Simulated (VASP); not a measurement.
# Nb (I4/mmm) in VASP: further runs

Runs on Nb. Level: PBE. Tasks: single point.

Program: VASP 6.6.1. These are calculated values, not measurements. Logs are shortened: lines on timing, memory, paths and dates and some standing lists are left out, and cuts for length are marked.

## 1. The cell of the first run

Symmetry: I4/mmm, No. 139, tetragonal system. Conventional cell: a = 3.162 Å, b = 3.162 Å, c = 3.494 Å, α = 90.00°, β = 90.00°, γ = 90.00°. Nb (site symmetry 4/mmm) has 14 Nb at 2.84 to 3.49 Å within 3.7 Å.

## 2. Single point, PBE (strain -0.050 along x and y, +0.050 along z)

File INCAR:

```
SYSTEM = Nb
PREC = Accurate
ENCUT = 520
EDIFF = 1E-7
ISMEAR = 0
SIGMA = 0.15
LREAL = .False.
LASPH = .True.
NELM = 100
ALGO = Fast
ISIF = 2
LWAVE = .False.
LCHARG = .False.
GGA = PE
NBANDS = 12
```

File KPOINTS:

```
regular mesh
0
Gamma
  20 20 20
  0 0 0
```

File POSCAR:

```
Nb
1.0
   -1.5807525000      1.5807525000      1.7471475000
    1.5807525000     -1.5807525000      1.7471475000
    1.5807525000      1.5807525000     -1.7471475000
Nb
1
Direct
    0.0000000000      0.0000000000      0.0000000000
```

Potentials or basis: VASP PAW PBE potentials, release 64 (Nb_sv).

The run is started by

```
$ cat potpaw_PBE.64/Nb_sv/POTCAR > POTCAR
$ mpirun -np 1 vasp_std > vasp.out
```

OUTCAR:

```text
SYSTEM = Nb
   PREC = Accurate
   ENCUT = 520
   EDIFF = 1E-7
   ISMEAR = 0
   LREAL = .False.
   LASPH = .True.
   NELM = 100
   ISIF = 2
   GGA = PE

 ion  position               nearest neighbor table
   1  0.000  0.000  0.000-

  LATTYP: Found a body centered tetragonal cell.
 ALAT       =     3.1615050000
 C/A-ratio  =     1.1052631579

  Lattice vectors:

 A1 = (  -1.5807525000,   1.5807525000,   1.7471475000)
 A2 = (   1.5807525000,  -1.5807525000,   1.7471475000)
 A3 = (   1.5807525000,   1.5807525000,  -1.7471475000)

Analysis of symmetry for initial positions (statically):
=====================================================================
 Subroutine PRICEL returns:
 Original cell was already a primitive cell.

 Routine SETGRP: Setting up the symmetry group for a
 body centered tetragonal supercell.

 Subroutine GETGRP returns: Found 16 space group operations
 (whereof 16 operations were pure point group operations)
 out of a pool of 16 trial point group operations.

The static configuration has the point symmetry D_4h.

Analysis of symmetry for dynamics (positions and initial velocities):
=====================================================================
 Subroutine PRICEL returns:
 Original cell was already a primitive cell.

 Routine SETGRP: Setting up the symmetry group for a
 body centered tetragonal supercell.

 Subroutine GETGRP returns: Found 16 space group operations
 (whereof 16 operations were pure point group operations)
 out of a pool of 16 trial point group operations.

The dynamic configuration has the point symmetry D_4h.

 Subroutine INISYM returns: Found 16 space group operations
 (whereof 16 operations are pure point group operations),
 and found     1 'primitive' translations

----------------------------------------------------------------------------------------

                                     Primitive cell

  volume of cell :      17.4629

  direct lattice vectors                    reciprocal lattice vectors
    -1.580752500  1.580752500  1.747147500     0.000000000  0.316305051  0.286180760
     1.580752500 -1.580752500  1.747147500     0.316305051  0.000000000  0.286180760
     1.580752500  1.580752500 -1.747147500     0.316305051  0.316305051  0.000000000

  length of vectors
     2.837266522  2.837266522  2.837266522     0.426553998  0.426553998  0.447322893

  position of ions in fractional coordinates (direct lattice)
     0.000000000  0.000000000  0.000000000

  ion indices of the primitive-cell ions
   primitive index   ion index
                 1           1

----------------------------------------------------------------------------------------

 KPOINTS: regular mesh

Automatic generation of k-mesh.
 Grid dimensions read from file:
 generate k-points for:   20   20   20

 Generating k-lattice:

  Cartesian coordinates                     Fractional coordinates (reciprocal lattice)
     0.000000000  0.015815253  0.014309038     0.050000000  0.000000000  0.000000000
     0.015815253  0.000000000  0.014309038     0.000000000  0.050000000  0.000000000
     0.015815253  0.015815253  0.000000000     0.000000000  0.000000000  0.050000000

  Length of vectors
     0.021327700  0.021327700  0.022366145

  Shift w.r.t. Gamma in fractional coordinates (k-lattice)
     0.000000000  0.000000000  0.000000000

 Subroutine IBZKPT returns following result:
 ===========================================

 Found    641 irreducible k-points:

 Following reciprocal coordinates:
            Coordinates               Weight
  0.000000  0.000000  0.000000      1.000000
  0.050000  0.000000 -0.000000      8.000000
  0.100000 -0.000000  0.000000      8.000000
  0.150000  0.000000 -0.000000      8.000000
  0.200000 -0.000000  0.000000      8.000000
  0.250000  0.000000 -0.000000      8.000000
[... 16 lines left out ...]
 -0.400000  0.050000  0.000000     16.000000
 -0.350000  0.050000  0.000000     16.000000
 [... further k-points ...]
   k-points           NKPTS =    641   k-points in BZ     NKDIM =    641   number of bands    NBANDS=     12
   number of dos      NEDOS =    301   number of ions     NIONS =      1
   total plane-waves  NPLWV =  13824
   dimension x,y,z NGX =    24 NGY =   24 NGZ =   24
   dimension x,y,z NGXF=    48 NGYF=   48 NGZF=   48
   ions per type =               1
   NGX,Y,Z   is equivalent  to a cutoff of  14.06, 14.06, 14.06 a.u.
   NGXF,Y,Z  is equivalent  to a cutoff of  28.12, 28.12, 28.12 a.u.
 SYSTEM =  Nb
   PREC   = accura    normal or accurate (medium, high low for compatibility)
   ISTART =      0    job   : 0-new  1-cont  2-samecut
   ICHARG =      2    charge: 1-file 2-atom 10-const
   ISPIN  =      1    spin polarized calculation?
   LNONCOLLINEAR =      F non collinear calculations
   LSORBIT =      F    spin-orbit coupling
   LASPH  =      T    aspherical Exc in radial PAW
   ENCUT  =  520.0 eV  38.22 Ry    6.18 a.u.   5.28  5.28  5.28*2*pi/ulx,y,z
   NELM   =    100;   NELMIN=  2; NELMDL= -5     # of ELM steps
   EDIFF  = 0.1E-06   stopping-criterion for ELM
   LREAL  =      F    real-space projection
   EDIFFG = 0.1E-05   stopping-criterion for IOM
   NSW    =      0    number of steps for IOM
   IBRION =     -1    ionic relax: 0-MD 1-quasi-New 2-CG
   NFREE  =      0    steps in history (QN), initial steepest desc. (CG)
   ISIF   =      2    stress and relaxation
   ISYM   =      2    0-nonsym 1-usesym 2-fastsym
   POTIM  = 0.5000    time-step for ionic-motion
   TEBEG  =    0.0;   TEEND  =   0.0 temperature during run
   PSTRESS=    0.0 pullay stress
   NELECT =      13.0000    total number of electrons
   NUPDOWN=      -1.0000    fix difference up-down
   EMIN   =  10.00;   EMAX   =-10.00  energy-range for DOS
   EFERMI =   0.00;   METHOD = LEGACY
   ISMEAR =     0;   SIGMA  =   0.15  broadening in eV -4-tet -1-fermi 0-gaus
   EFERMI_NEDOS =   21; number of points for ismear=-14 and -15
   IALGO  =     68    algorithm
   IMIX   =      4    mixing-type and parameters
     AMIX     =   0.40;   BMIX     =  1.00
     AMIX_MAG =   1.60;   BMIX_MAG =  1.00
  volume/ion in A,a.u.               =      17.46       117.85
  Fermi-wavevector in a.u.,A,eV,Ry     =   1.483714  2.803813 29.951961  2.201407
  Thomas-Fermi vector in A             =   2.597341
   LORBIT       =      0    0 simple, 1 ext, 2 COOP (PROOUT), +10 PAW based schemes
   GGA     = PE    functional components
   LHFCALC =     F    Hartree Fock is set to
   AEXX    =    0.0000 exact exchange contribution
   IVDW    =     0    specifies the selected vdW correction
   LEPSILON=     F    determine dielectric tensor
   LRPA    =     F    only Hartree local field effects (RPA)
 non-spin polarized calculation
 RMM-DIIS sequential band-by-band and
 Gauss-broadening in eV      SIGMA  =   0.15
  energy-cutoff  :      520.00
  volume of cell :       17.46
 maximum number of plane-waves:       482
 NGX is ok and might be reduce to    24
   NGX = 11   NGY = 11   NGZ = 11

 number of electron      13.0000000 magnetization

 Free energy of the ion-electron system (eV)
  ---------------------------------------------------
  ext. energy  EPLUGINS =         0.00000000
  ---------------------------------------------------
  free energy    TOTEN  =       -10.16336031 eV

  energy without entropy =      -10.14630626  energy(sigma->0) =      -10.15483328

 E-fermi :  11.6695     XC(G=0): -12.6596

 val. band max:       11.6663234889   @ k =  -0.0500  -0.1500   0.0500
 cond. band min:      11.6696109147   @ k =  -0.4500   0.1500   0.0000
 fundamental gap:      0.0032874258
 Fermi energy:        11.6695083305

 k-point     1 :       0.0000    0.0000    0.0000
  band No.  band energies     occupation
      1     -42.7084      2.00000
      2     -17.9369      2.00000
      3     -17.9369      2.00000
      4     -17.9361      2.00000
      5       5.6171      2.00000
      6      11.7081      0.71630
      7      11.7081      0.71630
      8      12.7851      0.00000
      9      14.1666      0.00000
     10      15.5855      0.00000
     11      24.9013      0.00000
     12      26.6168      0.00000

 k-point     2 :       0.0500    0.0000   -0.0000
  band No.  band energies     occupation
      1     -42.7019      2.00000
      2     -17.9765      2.00000
      3     -17.9474      2.00000
      4     -17.9366      2.00000
      5       5.7220      2.00000
      6      11.6987      0.78309
      7      11.7368      0.52568
      8      12.7916      0.00000
      9      14.1074      0.00000
     10      15.5354      0.00000
     11      25.0992      0.00000
     12      26.7405      0.00000

 k-point     3 :       0.1000   -0.0000    0.0000
  band No.  band energies     occupation
      1     -42.6831      2.00000
      2     -18.0914      2.00000
      3     -17.9776      2.00000
      4     -17.9372      2.00000
      5       6.0248      2.00000
      6      11.6554      1.10616
      7      11.7582      0.40300
      8      12.8849      0.00000
      9      13.9717      0.00000
     10      15.4188      0.00000
     11      25.5961      0.00000
     12      27.0358      0.00000

 k-point     4 :       0.1500    0.0000   -0.0000
  band No.  band energies     occupation
      1     -42.6537      2.00000
      2     -18.2674      2.00000
      3     -18.0245      2.00000
      4     -17.9380      2.00000
      5       6.4867      2.00000
      6      11.5519      1.73230
      7      11.6545      1.11279
      8      13.2043      0.00000
      9      13.8628      0.00000
     10      15.2984      0.00000
     11      26.0873      0.00000
     12      27.3893      0.00000

 k-point     5 :       0.2000   -0.0000    0.0000
  band No.  band energies     occupation
      1     -42.6164      2.00000
      2     -18.4843      2.00000
      3     -18.0830      2.00000
      4     -17.9390      2.00000
      5       7.0334      2.00000
      6      11.4182      1.98220
      7      11.4306      1.97573
      8      13.7669      0.00000
      9      13.8622      0.00000
     10      15.2237      0.00000
     11      26.0970      0.00000
     12      27.7504      0.00000
[... 228 lines left out ...]
      1     -42.4368      2.00000
      2     -19.4224      2.00000
      3     -18.3599      2.00000
      4     -17.9606      2.00000
      5       7.9022      2.00000
      6      10.3399      2.00000
      7      13.4420      0.00000
      8      14.2316      0.00000
      9      16.0793      0.00000
     10      18.1270      0.00000
     11      23.6302      0.00000
     12      23.8356      0.00000

 k-point    22 :      -0.4500    0.0500   -0.0000
  band No.  band energies     occupation
      1     -42.4495      2.00000
      2     -19.3593      2.00000
      3     -18.3390      2.00000
      4     -17.9623      2.00000
      5       7.9526      2.00000
      6      10.4073      2.00000
      7      13.0089      0.00000
      8      14.2487      0.00000
      9      16.0032      0.00000
     10      17.6414      0.00000
     11      23.7605      0.00000
     12      24.4029      0.00000

 k-point    23 :      -0.4000    0.0500    0.0000
  band No.  band energies     occupation
      1     -42.4742      2.00000
      2     -19.2353      2.00000
      3     -18.3000      2.00000
      4     -17.9634      2.00000
      5       8.0190      2.00000
      6      10.5460      2.00000
      7      12.3957      0.00000
      8      14.1518      0.00000
      9      15.8423      0.00000
     10      16.8535      0.00000
     11      24.1751      0.00000
     12      25.3089      0.00000

 k-point    24 :      -0.3500    0.0500    0.0000
  band No.  band energies     occupation
      1     -42.5083      2.00000
      2     -19.0605      2.00000
      3     -18.2462      2.00000
      4     -17.9636      2.00000
      5       8.0171      2.00000
      6      10.7489      2.00000
      7      11.7803      0.29620
      8      14.0350      0.00000
      9      15.6188      0.00000
     10      15.9544      0.00000
     11      24.7891      0.00000
     12      26.3875      0.00000

 [... further k-points ...]
[... 5 lines left out ...]
  --------------------------------------------------------------------------------------
  -------------------------------------------------------------------------------------
  Total        1.2882732      1.2882732     -0.1675080      0.0000000      0.0000000      0.0000000
  in kB      118.1955798    118.1955798    -15.3684096      0.0000000      0.0000000      0.0000000
  external PRESSURE =      73.6742500 kB  Pullay stress =       0.0000000 kB

 VOLUME and BASIS-vectors are now :
 -----------------------------------------------------------------------------
  energy-cutoff  :      520.00
  volume of cell :       17.46
      direct lattice vectors                 reciprocal lattice vectors
    -1.580752500  1.580752500  1.747147500     0.000000000  0.316305051  0.286180760
     1.580752500 -1.580752500  1.747147500     0.316305051  0.000000000  0.286180760
     1.580752500  1.580752500 -1.747147500     0.316305051  0.316305051  0.000000000

 POSITION                                       TOTAL-FORCE (eV/Angst)
 -----------------------------------------------------------------------------------
      0.00000      0.00000      0.00000        -0.000000      0.000000      0.000000
 -----------------------------------------------------------------------------------
    total drift:                                0.000000      0.000000      0.000000

  FREE ENERGIE OF THE ION-ELECTRON SYSTEM (eV)
  ---------------------------------------------------
  free  energy   TOTEN  =       -10.1633603109 eV

  energy  without entropy=      -10.1463062560  energy(sigma->0) =      -10.15483328
```

Wall time 3.6 min (1 thread of Intel Xeon Platinum 8488C (Sapphire Rapids), shared host); peak memory 0.25 GiB.

What came out:

```yaml
Free_energy: -10.1634 eV
Pressure: 7.4 GPa
```

Stress tensor (GPa, compression positive):
```
11.82  0.00  0.00
 0.00 11.82  0.00
 0.00  0.00 -1.54
```

Caveat: the cell differs from its parent crystal (strain -0.050 along x and y, +0.050 along z).

## 3. Single point, PBE (strain -0.025 along x and y, +0.050 along z)

File INCAR:

```
PREC = Accurate ; ENCUT = 520
EDIFF = 1E-6 ; ISMEAR = 0
SIGMA = 0.15 ; LREAL = F
LASPH = T ; NELM = 100
ALGO = Fast ; ISIF = 2
LWAVE = F ; LCHARG = T
GGA = PE ; LELF = T
LVHAR = T ; NBANDS = 12
```

File KPOINTS:

```
regular mesh
0
Gamma
  20 20 20
```

File POSCAR:

```
Nb
1.0
   -1.6223512500      1.6223512500      1.7471475000
    1.6223512500     -1.6223512500      1.7471475000
    1.6223512500      1.6223512500     -1.7471475000
Nb
1
Direct
    0.0000000000      0.0000000000      0.0000000000
```

Potentials or basis: VASP PAW PBE potentials, release 64 (Nb_sv).

The run is started by

```
$ cat potpaw_PBE.64/Nb_sv/POTCAR > POTCAR
$ mpirun -np 1 vasp_std > vasp.out
```

Run time: 2.6 min. Hardware: 1 thread of Intel Xeon Platinum 8488C (Sapphire Rapids), shared host; peak memory 0.26 GiB.

The run converged. Its results:

- Free energy: -10.1986 eV
- Pressure: -2.3 GPa

Stress tensor (GPa, compression positive):
```
 0.52  0.00  0.00
 0.00  0.52  0.00
 0.00  0.00 -7.83
```

Levels at points of the mesh, in eV from the Fermi level:
```
           k point  band 4  band 5  band 6  band 7  band 8  band 9
(0.00, 0.00, 0.00)  -29.76   -5.93    0.14    0.14    0.90    2.63
(0.50, 0.00, 0.00)  -29.76   -3.63   -1.31    2.00    2.59    3.99
(0.50, 0.50, 0.00)  -29.83   -3.71   -2.14    2.53    3.88    4.22
(0.50, 0.50, 0.50)  -30.56   -3.71   -3.52    5.28    5.53    5.53
```

Caveat: the cell differs from its parent crystal (strain -0.025 along x and y, +0.050 along z).

[end of part 1 of 2]
